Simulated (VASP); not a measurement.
Set up this calculation in VASP 6.6.1, as the native input.

| Item | Value |
| --- | --- |
| Task | single point |
| Functional | LDA |
| Potentials or basis | VASP PAW LDA potentials, release 64 (La) |
| Cutoff | 520 eV |
| k mesh | 16 × 16 × 9 |
| Occupations | fermi-dirac, width 0.08 eV |
| Spin | no spin polarisation |
| Dipole correction | no |
| Further INCAR settings | ALGO = Normal; EDIFF = 1e-06; NBANDS = 18 |

The structure of La lies in POSCAR:

```
La
1.0
    2.6671084872      0.0000000000      0.0000000000
   -1.3335542436      2.3097837046      0.0000000000
    0.0000000000      0.0000000000      4.4993465255
La
2
Direct
    0.3333333333      0.6666666667      0.2500000000
    0.6666666667      0.3333333333      0.7500000000
```

One way to write it, as run:

INCAR

```
SYSTEM = La
PREC     = Accurate       ! precision mode
ENCUT    = 520            ! plane-wave cutoff, eV
EDIFF    = 1E-6           ! SCF threshold, eV
ISMEAR   = -1             ! smearing method
SIGMA    = 0.08           ! smearing width, eV
LREAL    = .FALSE.        ! projectors in reciprocal space
LASPH    = .TRUE.         ! aspherical terms in the spheres
NELM     = 100            ! most SCF steps
ALGO     = Normal         ! electronic algorithm
ISIF     = 2              ! what is computed and relaxed
LWAVE    = .FALSE.        ! write WAVECAR
LCHARG   = .TRUE.         ! write CHGCAR
LELF     = .TRUE.         ! ELF
LVHAR    = .TRUE.       
NBANDS   = 18             ! bands
```

KPOINTS

```
Automatic mesh
0
G
  16 16 9
  0 0 0
```

Potentials or basis: VASP PAW LDA potentials, release 64 (La).

Run with:

```console
$ cat potpaw_LDA.64/La/POTCAR > POTCAR
$ mpirun -np 1 vasp_std > vasp.out
```

Results of the run:

```json
{
 "Pressure": "169.6 GPa",
 "Band gap on the k mesh": "zero (bands 11 and 12 overlap by 4.99 eV)"
}
```

Caveat: the cell stands under pressure; spin-orbit coupling is left out, which moves the levels of the heavy elements.

Run time: 110 s on 1 thread of Intel Xeon 8259CL, with other jobs on the host, peak memory 0.2 GiB.
